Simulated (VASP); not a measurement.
Set up this calculation in VASP 6.6.1, as the native input.

```
Task                   : single point
Functional             : PBEsol
Potentials or basis    : VASP PAW PBE potentials, release 64 (Sr_sv, O)
Cutoff                 : 520 eV
k mesh                 : 6 × 6 × 6
Occupations            : gaussian, width 0.02 eV
Spin                   : no spin polarisation
Dipole correction      : no
Further INCAR settings : ALGO = Normal; EDIFF = 1e-06; NBANDS = 15
```

The structure of SrO (sol2) lies in POSCAR:

```
SrO
1.0
    0.0000000000      2.5357135872      2.5357135872
    2.5357135872      0.0000000000      2.5357135872
    2.5357135872      2.5357135872      0.0000000000
Sr O
1 1
Direct
    0.0000000000      0.0000000000      0.0000000000
    0.5000000000      0.5000000000      0.5000000000
```

This cell differs from its parent crystal: strained cell.

These files were run (other wordings do the same):

INCAR

```
PREC = Accurate
ENCUT = 520
EDIFF = 1E-6
ISMEAR = 0
SIGMA = 0.02
LREAL = False
LASPH = True
NELM = 100
ALGO = Normal
ISIF = 2
LWAVE = False
LCHARG = False
GGA = PS
NBANDS = 15
```

KPOINTS

```
Automatic mesh
0
Gamma
  6 6 6
```

Potentials or basis: VASP PAW PBE potentials, release 64 (Sr_sv, O).

Launch:

```sh
$ cat potpaw_PBE.64/Sr_sv/POTCAR potpaw_PBE.64/O/POTCAR > POTCAR
$ mpirun -np 1 vasp_std > vasp.out
```

Results of the run:

| Quantity | Value |
| --- | --- |
| Pressure | 3.7 GPa |
| Band gap on the k mesh | 3.12 eV, indirect (least direct gap 3.18 eV) |

Caveat: the cell differs from its parent crystal (strained cell); the PAW data sets were made with another functional, which shifts forces and pressure a little.

It took 9.3 s on 1 thread of Intel(R) Xeon(R) Platinum 8259CL CPU @ 2.50GHz (Skylake/Cascade Lake) (shared host), peak memory 0.15 GiB.
